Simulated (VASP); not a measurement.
Set up this calculation in VASP 6.6.1, as the native input.

| Item | Value |
| --- | --- |
| Task | single point |
| Functional | PBE exchange alone |
| Potentials or basis | VASP PAW PBE potentials, release 64 (In_d, P) |
| Cutoff | 500 eV |
| k mesh | 8 × 8 × 8 |
| Occupations | gaussian, width 0.01 eV |
| Spin | no spin polarisation |
| Dipole correction | no |
| Further INCAR settings | ALGO = Normal; EDIFF = 1e-06; NBANDS = 16 |

The structure of InP lies in POSCAR:

```
InP
1.0
    0.0000000000      2.9305000000      2.9305000000
    2.9305000000      0.0000000000      2.9305000000
    2.9305000000      2.9305000000      0.0000000000
In P
1 1
Direct
    0.0000000000      0.0000000000      0.0000000000
    0.2500000000      0.2500000000      0.2500000000
```

The input as run:

INCAR

```
SYSTEM = InP
PREC = Accurate
ENCUT = 500
EDIFF = 1E-6
ISMEAR = 0
SIGMA = 0.01
LREAL = .FALSE.
LASPH = .TRUE.
NELM = 120
ALGO = Normal
ISIF = 2
LWAVE = .FALSE.
LCHARG = .TRUE.
GGA = PE
ALDAC = 0.0
AGGAC = 0.0
LELF = .TRUE.
LVHAR = .TRUE.
NBANDS = 16
GGA_COMPAT = .FALSE.
```

KPOINTS

```
regular mesh
0
G
  8 8 8
  0 0 0
```

Potentials or basis: VASP PAW PBE potentials, release 64 (In_d, P).

Run with:

```sh
$ cat potpaw_PBE.64/In_d/POTCAR potpaw_PBE.64/P/POTCAR > POTCAR
$ mpirun -np 1 vasp_std > vasp.out
```

It gave:

| Quantity | Value |
| --- | --- |
| Pressure | 12.3 GPa |
| Band gap on the k mesh | 0.69 eV |

Caveat: the cell stands under pressure; spin-orbit coupling is left out, which moves the levels of the heavy elements.

Run time: 11 s on 1 thread of Intel(R) Xeon(R) 6975P-C (Granite Rapids), on a shared host, peak memory 0.17 GiB.
